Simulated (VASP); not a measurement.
A run of VASP 6.6.1 is set up as follows.

INCAR

```
SYSTEM = C3N4
ALGO     = Normal         ! electronic algorithm
EDIFF    = 1E-6           ! SCF threshold, eV
ENCUT    = 520            ! plane-wave cutoff, eV
ISIF     = 2              ! what is computed and relaxed
ISMEAR   = 0              ! smearing method
LASPH    = .True.         ! aspherical terms in the spheres
LCHARG   = .False.        ! write CHGCAR
LREAL    = .False.        ! projectors in reciprocal space
LWAVE    = .False.        ! write WAVECAR
NBANDS   = 25             ! bands
NELM     = 100            ! most SCF steps
PREC     = Accurate       ! precision mode
SIGMA    = 0.01           ! smearing width, eV
```

Contents of KPOINTS:

```
k-points
0
Gamma
  6 6 6
  0 0 0
```

POSCAR

```
C3N4
1.0
    3.4567600000      0.0000000000      0.0000000000
    0.0000000000      3.4567600000      0.0000000000
    0.0000000000      0.0000000000      3.4567600000
C N
3 4
Direct
    0.0000000000      0.0000000000      0.5000000000
    0.5000000000      0.0000000000      0.0000000000
    0.0000000000      0.5000000000      0.0000000000
    0.2456900000      0.2456900000      0.7543100000
    0.7543100000      0.7543100000      0.7543100000
    0.2456900000      0.7543100000      0.2456900000
    0.7543100000      0.2456900000      0.2456900000
```

Potentials or basis: VASP PAW LDA potentials, release 64 (C, N).

Command:

```sh
$ cat potpaw_LDA.64/C/POTCAR potpaw_LDA.64/N/POTCAR > POTCAR
$ mpirun -np 1 vasp_std > vasp.out
```

(1) What does it give for the pressure?

(2) What does it give for the largest force?

(3) Predict the band gap on the k mesh.

Results:

(1) -16.3 GPa.

(2) 0.322 eV/Å.

(3) 2.38 eV, direct.
